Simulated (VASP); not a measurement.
# Ru (Fd-3m) in VASP: further runs

Runs on Ru. Level: PBE. Tasks: single point.

Program: VASP 6.6.1. These are calculated values, not measurements. Logs are shortened: lines on timing, memory, paths and dates and some standing lists are left out, and cuts for length are marked.

### Step 1. The cell of the first run

It takes space group Fd-3m (No. 227, cubic). Conventional cell: a = 5.063 Å, b = 5.063 Å, c = 5.063 Å, α = 90.00°, β = 90.00°, γ = 90.00°. Within 2.9 Å of Ru (site symmetry -43m) lie 4 Ru at 2.19 Å.

### Step 2. Single point, PBE (volume scaled by 0.8)

File INCAR:

```
SYSTEM = Ru
PREC = Accurate
ENCUT = 520
EDIFF = 1E-6
ISMEAR = -1
SIGMA = 0.05
LREAL = .FALSE.
LASPH = .TRUE.
NELM = 100
ALGO = Normal
ISIF = 2
LWAVE = .FALSE.
LCHARG = .FALSE.
GGA = PE
NBANDS = 21
```

File KPOINTS:

```
regular mesh
0
G
  14 14 14
  0 0 0
```

File POSCAR:

```
Ru
1.0
    0.0000000000      2.5317333657      2.5317333657
    2.5317333657      0.0000000000      2.5317333657
    2.5317333657      2.5317333657      0.0000000000
Ru
2
Direct
   -0.1250000000     -0.1250000000     -0.1250000000
    0.1250000000      0.1250000000      0.1250000000
```

Potentials or basis: VASP PAW PBE potentials, release 64 (Ru_pv).

On the command line:

```bash
cat potpaw_PBE.64/Ru_pv/POTCAR > POTCAR
mpirun -np 1 vasp_std > vasp.out
```

OUTCAR:

```text
SYSTEM = Ru
   PREC = Accurate
   ENCUT = 520
   EDIFF = 1E-6
   ISMEAR = -1
   LREAL = .FALSE.
   LASPH = .TRUE.
   NELM = 100
   ISIF = 2
   GGA = PE

 ion  position               nearest neighbor table
   1  0.875  0.875  0.875-   2 2.19   2 2.19   2 2.19   2 2.19
   2  0.125  0.125  0.125-   1 2.19   1 2.19   1 2.19   1 2.19

  LATTYP: Found a face centered cubic cell.
 ALAT       =     5.0634667314

  Lattice vectors:

 A1 = (   0.0000000000,   2.5317333657,   2.5317333657)
 A2 = (   2.5317333657,   0.0000000000,   2.5317333657)
 A3 = (   2.5317333657,   2.5317333657,   0.0000000000)

Analysis of symmetry for initial positions (statically):
=====================================================================
 Subroutine PRICEL returns:
 Original cell was already a primitive cell.

 Routine SETGRP: Setting up the symmetry group for a
 face centered cubic supercell.

 Subroutine GETGRP returns: Found 48 space group operations
 (whereof 12 operations were pure point group operations)
 out of a pool of 48 trial point group operations.

The static configuration has the point symmetry D_3d.
 The point group associated with its full space group is O_h .

Analysis of symmetry for dynamics (positions and initial velocities):
=====================================================================
 Subroutine PRICEL returns:
 Original cell was already a primitive cell.

 Routine SETGRP: Setting up the symmetry group for a
 face centered cubic supercell.

 Subroutine GETGRP returns: Found 48 space group operations
 (whereof 12 operations were pure point group operations)
 out of a pool of 48 trial point group operations.

The dynamic configuration has the point symmetry D_3d.
 The point group associated with its full space group is O_h .

 Subroutine INISYM returns: Found 48 space group operations
 (whereof 12 operations are pure point group operations),
 and found     1 'primitive' translations

----------------------------------------------------------------------------------------

                                     Primitive cell

  volume of cell :      32.4552

  direct lattice vectors                    reciprocal lattice vectors
     0.000000000  2.531733366  2.531733366    -0.197493151  0.197493151  0.197493151
     2.531733366  0.000000000  2.531733366     0.197493151 -0.197493151  0.197493151
     2.531733366  2.531733366  0.000000000     0.197493151  0.197493151 -0.197493151

  length of vectors
     3.580411662  3.580411662  3.580411662     0.342068172  0.342068172  0.342068172

  position of ions in fractional coordinates (direct lattice)
     0.875000000  0.875000000  0.875000000
     0.125000000  0.125000000  0.125000000

  ion indices of the primitive-cell ions
   primitive index   ion index
                 1           1
                 2           2

----------------------------------------------------------------------------------------

 KPOINTS: regular mesh

Automatic generation of k-mesh.
 Grid dimensions read from file:
 generate k-points for:   14   14   14

 Generating k-lattice:

  Cartesian coordinates                     Fractional coordinates (reciprocal lattice)
    -0.014106654  0.014106654  0.014106654     0.071428571  0.000000000  0.000000000
     0.014106654 -0.014106654  0.014106654     0.000000000  0.071428571  0.000000000
     0.014106654  0.014106654 -0.014106654     0.000000000  0.000000000  0.071428571

  Length of vectors
     0.024433441  0.024433441  0.024433441

  Shift w.r.t. Gamma in fractional coordinates (k-lattice)
     0.000000000  0.000000000  0.000000000

 Subroutine IBZKPT returns following result:
 ===========================================

 Found    104 irreducible k-points:

 Following reciprocal coordinates:
            Coordinates               Weight
  0.000000  0.000000  0.000000      1.000000
  0.071429  0.000000  0.000000      8.000000
  0.142857  0.000000  0.000000      8.000000
  0.214286  0.000000  0.000000      8.000000
  0.285714  0.000000  0.000000      8.000000
  0.357143  0.000000  0.000000      8.000000
[... 16 lines left out ...]
  0.214286  0.142857  0.000000     24.000000
  0.285714  0.142857  0.000000     24.000000
 [... further k-points ...]
   k-points           NKPTS =    104   k-points in BZ     NKDIM =    104   number of bands    NBANDS=     21
   number of dos      NEDOS =    301   number of ions     NIONS =      2
   total plane-waves  NPLWV =  21952
   dimension x,y,z NGX =    28 NGY =   28 NGZ =   28
   dimension x,y,z NGXF=    56 NGYF=   56 NGZF=   56
   ions per type =               2
   NGX,Y,Z   is equivalent  to a cutoff of  13.00, 13.00, 13.00 a.u.
   NGXF,Y,Z  is equivalent  to a cutoff of  26.00, 26.00, 26.00 a.u.
 SYSTEM =  Ru
   PREC   = accura    normal or accurate (medium, high low for compatibility)
   ISTART =      0    job   : 0-new  1-cont  2-samecut
   ICHARG =      2    charge: 1-file 2-atom 10-const
   ISPIN  =      1    spin polarized calculation?
   LNONCOLLINEAR =      F non collinear calculations
   LSORBIT =      F    spin-orbit coupling
   LASPH  =      T    aspherical Exc in radial PAW
   ENCUT  =  520.0 eV  38.22 Ry    6.18 a.u.   6.66  6.66  6.66*2*pi/ulx,y,z
   NELM   =    100;   NELMIN=  2; NELMDL= -5     # of ELM steps
   EDIFF  = 0.1E-05   stopping-criterion for ELM
   LREAL  =      F    real-space projection
   EDIFFG = 0.1E-04   stopping-criterion for IOM
   NSW    =      0    number of steps for IOM
   IBRION =     -1    ionic relax: 0-MD 1-quasi-New 2-CG
   NFREE  =      0    steps in history (QN), initial steepest desc. (CG)
   ISIF   =      2    stress and relaxation
   ISYM   =      2    0-nonsym 1-usesym 2-fastsym
   POTIM  = 0.5000    time-step for ionic-motion
   TEBEG  =    0.0;   TEEND  =   0.0 temperature during run
   PSTRESS=    0.0 pullay stress
   NELECT =      28.0000    total number of electrons
   NUPDOWN=      -1.0000    fix difference up-down
   EMIN   =  10.00;   EMAX   =-10.00  energy-range for DOS
   EFERMI =   0.00;   METHOD = LEGACY
   ISMEAR =    -1;   SIGMA  =   0.05  broadening in eV -4-tet -1-fermi 0-gaus
   EFERMI_NEDOS =   21; number of points for ismear=-14 and -15
   IALGO  =     38    algorithm
   IMIX   =      4    mixing-type and parameters
     AMIX     =   0.40;   BMIX     =  1.00
     AMIX_MAG =   1.60;   BMIX_MAG =  1.00
  volume/ion in A,a.u.               =      16.23       109.51
  Fermi-wavevector in a.u.,A,eV,Ry     =   1.558474  2.945089 33.046388  2.428841
  Thomas-Fermi vector in A             =   2.661973
   LORBIT       =      0    0 simple, 1 ext, 2 COOP (PROOUT), +10 PAW based schemes
   GGA     = PE    functional components
   LHFCALC =     F    Hartree Fock is set to
   AEXX    =    0.0000 exact exchange contribution
   IVDW    =     0    specifies the selected vdW correction
   LEPSILON=     F    determine dielectric tensor
   LRPA    =     F    only Hartree local field effects (RPA)
 non-spin polarized calculation
  energy-cutoff  :      520.00
  volume of cell :       32.46
 maximum number of plane-waves:       895
   NGX = 13   NGY = 13   NGZ = 13

 number of electron      28.0000008 magnetization

 Free energy of the ion-electron system (eV)
  ---------------------------------------------------
  ext. energy  EPLUGINS =         0.00000000
  ---------------------------------------------------
  free energy    TOTEN  =       -14.80287204 eV

  energy without entropy =      -14.79211380  energy(sigma->0) =      -14.79749292

 E-fermi :  10.1613     XC(G=0): -12.5824

 val. band max:       10.1462593290   @ k =   0.4286   0.1429   0.0000
 cond. band min:      10.1844904112   @ k =   0.2143   0.2143   0.0000
 fundamental gap:      0.0382310822
 Fermi energy:        10.1612625866

 k-point     1 :       0.0000    0.0000    0.0000
  band No.  band energies     occupation
      1     -33.7104      2.00000
      2     -33.7104      2.00000
      3     -33.7104      2.00000
      4     -32.1394      2.00000
      5     -32.1394      2.00000
      6     -32.1394      2.00000
[... 13 lines left out ...]
     20      23.3565      0.00000
     21      23.9056      0.00000

 k-point     2 :       0.0714    0.0000    0.0000
  band No.  band energies     occupation
      1     -33.7206      2.00000
      2     -33.7206      2.00000
      3     -33.7099      2.00000
      4     -32.1398      2.00000
      5     -32.1281      2.00000
      6     -32.1281      2.00000
[... 13 lines left out ...]
     20      22.4828      0.00000
     21      23.9350      0.00000

 k-point     3 :       0.1429    0.0000    0.0000
  band No.  band energies     occupation
      1     -33.7485      2.00000
      2     -33.7485      2.00000
      3     -33.7087      2.00000
      4     -32.1406      2.00000
      5     -32.0972      2.00000
      6     -32.0972      2.00000
[... 13 lines left out ...]
     20      21.5244      0.00000
     21      23.6127      0.00000

 k-point     4 :       0.2143    0.0000    0.0000
  band No.  band energies     occupation
      1     -33.7870      2.00000
      2     -33.7870      2.00000
      3     -33.7078      2.00000
      4     -32.1409      2.00000
      5     -32.0542      2.00000
      6     -32.0542      2.00000
[... 13 lines left out ...]
     20      20.9492      0.00000
     21      22.1605      0.00000

 k-point     5 :       0.2857    0.0000    0.0000
  band No.  band energies     occupation
      1     -33.8277      2.00000
      2     -33.8277      2.00000
      3     -33.7078      2.00000
      4     -32.1398      2.00000
      5     -32.0087      2.00000
      6     -32.0087      2.00000
[... 13 lines left out ...]
     20      20.9488      0.00000
     21      21.5203      0.00000

 k-point     6 :       0.3571    0.0000    0.0000
  band No.  band energies     occupation
      1     -33.8626      2.00000
      2     -33.8626      2.00000
      3     -33.7089      2.00000
      4     -32.1376      2.00000
      5     -31.9693      2.00000
      6     -31.9693      2.00000
[... 13 lines left out ...]
     20      20.9488      0.00000
     21      21.2626      0.00000

 k-point     7 :       0.4286    0.0000    0.0000
  band No.  band energies     occupation
      1     -33.8859      2.00000
      2     -33.8859      2.00000
      3     -33.7101      2.00000
      4     -32.1354      2.00000
      5     -31.9429      2.00000
      6     -31.9429      2.00000
[... 13 lines left out ...]
     20      20.9488      0.00000
     21      21.1566      0.00000
[... 291 lines left out ...]
      1     -33.8017      2.00000
      2     -33.7547      2.00000
      3     -33.6846      2.00000
      4     -32.1648      2.00000
      5     -32.0899      2.00000
      6     -32.0402      2.00000
[... 13 lines left out ...]
     20      21.1427      0.00000
     21      22.6058      0.00000

 k-point    21 :      -0.0714    0.0714    0.0000
  band No.  band energies     occupation
      1     -33.7551      2.00000
      2     -33.7286      2.00000
      3     -33.6981      2.00000
      4     -32.1519      2.00000
      5     -32.1191      2.00000
      6     -32.0906      2.00000
[... 13 lines left out ...]
     20      21.9324      0.00000
     21      23.5363      0.00000

 k-point    22 :       0.1429    0.1429    0.0000
  band No.  band energies     occupation
      1     -33.7931      2.00000
      2     -33.7931      2.00000
      3     -33.6334      2.00000
      4     -32.2218      2.00000
      5     -32.0482      2.00000
      6     -32.0482      2.00000
[... 13 lines left out ...]
     20      21.5232      0.00000
     21      22.9209      0.00000

 k-point    23 :       0.2143    0.1429    0.0000
  band No.  band energies     occupation
      1     -33.8337      2.00000
      2     -33.8328      2.00000
      3     -33.5989      2.00000
      4     -32.2575      2.00000
      5     -32.0040      2.00000
      6     -32.0038      2.00000
[... 13 lines left out ...]
     20      20.9945      0.00000
     21      21.9688      0.00000

 k-point    24 :       0.2857    0.1429    0.0000
  band No.  band energies     occupation
      1     -33.8813      2.00000
      2     -33.8730      2.00000
      3     -33.5692      2.00000
      4     -32.2855      2.00000
      5     -31.9588      2.00000
      6     -31.9533      2.00000
[... 13 lines left out ...]
     20      20.9485      0.00000
     21      21.3332      0.00000

 [... further k-points ...]

------------------------ aborting loop because EDIFF is reached ----------------------------------------

  FORCE on cell =-STRESS in cart. coord.  units (eV):
  Direction    XX          YY          ZZ          XY          YZ          ZX
  --------------------------------------------------------------------------------------
  -------------------------------------------------------------------------------------
  Total       12.6944716     12.6944716     12.6944716      0.0000000      0.0000000     -0.0000000
  in kB      626.6734836    626.6734836    626.6734836      0.0000000      0.0000000     -0.0000000
  external PRESSURE =     626.6734836 kB  Pullay stress =       0.0000000 kB

 VOLUME and BASIS-vectors are now :
 -----------------------------------------------------------------------------
  energy-cutoff  :      520.00
  volume of cell :       32.46
      direct lattice vectors                 reciprocal lattice vectors
     0.000000000  2.531733366  2.531733366    -0.197493151  0.197493151  0.197493151
     2.531733366  0.000000000  2.531733366     0.197493151 -0.197493151  0.197493151
     2.531733366  2.531733366  0.000000000     0.197493151  0.197493151 -0.197493151

 POSITION                                       TOTAL-FORCE (eV/Angst)
 -----------------------------------------------------------------------------------
      4.43053      4.43053      4.43053        -0.000000     -0.000000     -0.000000
      0.63293      0.63293      0.63293         0.000000      0.000000      0.000000
 -----------------------------------------------------------------------------------
    total drift:                                0.000000     -0.000000     -0.000000

  FREE ENERGIE OF THE ION-ELECTRON SYSTEM (eV)
  ---------------------------------------------------
  free  energy   TOTEN  =       -14.8028720448 eV

  energy  without entropy=      -14.7921138002  energy(sigma->0) =      -14.79749292
```

Wall time 35 s (1 thread of AMD EPYC 9R45 (Zen 5), shared host); peak memory 0.16 GiB.

Results:

| Quantity | Value |
| --- | --- |
| Free energy | -14.8029 eV |
| Pressure | 62.7 GPa |
| Band gap on the k mesh | zero (band 14 reaches 10.71 eV, above the bottom of band 15 at 9.55 eV) |

Caveat: the cell differs from its parent crystal (volume scaled by 0.8).

### Step 3. Single point, PBE (volume scaled by 0.9)

File INCAR:

```
SYSTEM = Ru
PREC = Accurate ; ENCUT = 520
EDIFF = 1E-6 ; ISMEAR = -1
SIGMA = 0.05 ; LREAL = .FALSE.
LASPH = .TRUE. ; NELM = 100
ALGO = Normal ; ISIF = 2
LWAVE = .FALSE. ; LCHARG = .FALSE.
GGA = PE ; NBANDS = 21
```

KPOINTS is that of step 2.

File POSCAR:

```
Ru
1.0
    0.0000000000      2.6331088091      2.6331088091
    2.6331088091      0.0000000000      2.6331088091
    2.6331088091      2.6331088091      0.0000000000
Ru
2
Direct
   -0.1250000000     -0.1250000000     -0.1250000000
    0.1250000000      0.1250000000      0.1250000000
```

Potentials or basis: VASP PAW PBE potentials, release 64 (Ru_pv).

On the command line:

```bash
cat potpaw_PBE.64/Ru_pv/POTCAR > POTCAR
mpirun -np 1 vasp_std > vasp.out
```

Run time: 34 s. Hardware: 1 thread of AMD EPYC 9R45 (Zen 5), shared host; peak memory 0.17 GiB.

It converged, with:

```
Free energy            : -15.8349 eV
Pressure               : 22.6 GPa
Band gap on the k mesh : zero (band 14 reaches 8.89 eV, above the bottom of band 15 at 7.86 eV)
```

Levels at points of the mesh, in eV from the Fermi level:
```tsv
k point	band 10	band 11	band 12	band 13	band 14	band 15	band 16	band 17	band 18	band 19
(0.00, 0.00, 0.00)	-3.54	-3.54	-3.54	-0.50	-0.50	-0.50	2.21	2.21	10.85	10.85
(0.50, 0.00, 0.00)	-3.87	-3.87	-3.43	-0.45	0.31	0.31	1.66	1.66	3.47	10.66
(0.50, 0.50, 0.00)	-3.85	-1.47	-1.47	-1.36	-1.36	1.98	1.98	3.73	3.73	5.54
```

Caveat: the cell differs from its parent crystal (volume scaled by 0.9).

### Step 4. Single point, PBE

This run uses another cell than the first one, of 20.28 Å³/atom, 1.250 times its volume.

File INCAR:

```
PREC = Accurate ; ENCUT = 520
EDIFF = 1E-7 ; ISMEAR = -1
SIGMA = 0.05 ; LREAL = F
LASPH = T ; NELM = 100
ALGO = Normal ; ISIF = 2
LWAVE = F ; LCHARG = F
GGA = PE ; NBANDS = 21
```

File KPOINTS:

```
Automatic mesh
0
Gamma
  14 14 14
```

File POSCAR:

```
Ru
1.0
    0.0000000000      2.7272270945      2.7272270945
    2.7272270945      0.0000000000      2.7272270945
    2.7272270945      2.7272270945      0.0000000000
Ru
2
Direct
   -0.1250000000     -0.1250000000     -0.1250000000
    0.1250000000      0.1250000000      0.1250000000
```

On the command line:

```bash
cat potpaw_PBE.64/Ru_pv/POTCAR > POTCAR
mpirun -np 1 vasp_std > vasp.out
```

Run time: 52 s. Hardware: 1 thread of AMD EPYC 9R45 (Zen 5), shared host; peak memory 0.18 GiB.

Results (log left out):

* Free energy: -16.0993 eV
* Pressure: 0.3 GPa
* Band gap on the k mesh: zero (band 14 reaches 7.44 eV, above the bottom of band 15 at 6.52 eV)

Levels at points of the mesh, in eV from the Fermi level:
```csv
k point,band 10,band 11,band 12,band 13,band 14,band 15,band 16,band 17,band 18,band 19
"(0.00, 0.00, 0.00)",-3.18,-3.18,-3.18,-0.45,-0.45,-0.45,1.85,1.85,10.92,10.92
"(0.50, 0.00, 0.00)",-3.42,-3.42,-3.17,-0.36,0.23,0.23,1.41,1.41,3.06,10.42
"(0.50, 0.50, 0.00)",-3.39,-1.37,-1.37,-1.24,-1.24,1.69,1.69,3.37,3.37,5.22
```

### Step 5. The runs side by side

| cell | gap on the mesh (eV) | pressure (GPa) |
| --- | --- | --- |
| a = 3.580 Å, angles 60.0°, 2 atoms | none | 62.7 |
| a = 3.724 Å, angles 60.0°, 2 atoms | none | 22.6 |
| a = 3.857 Å, angles 60.0°, 2 atoms | none | 0.3 |

Alike in all rows: task single point; level PBE; potentials or basis VASP PAW PBE potentials, release 64 (Ru_pv); no spin polarisation; k mesh 14 × 14 × 14; cutoff (eV) 520; smearing fermi-dirac 0.05 eV.

Total energies depend on the potentials used, so only differences within one code and one set of settings carry meaning.
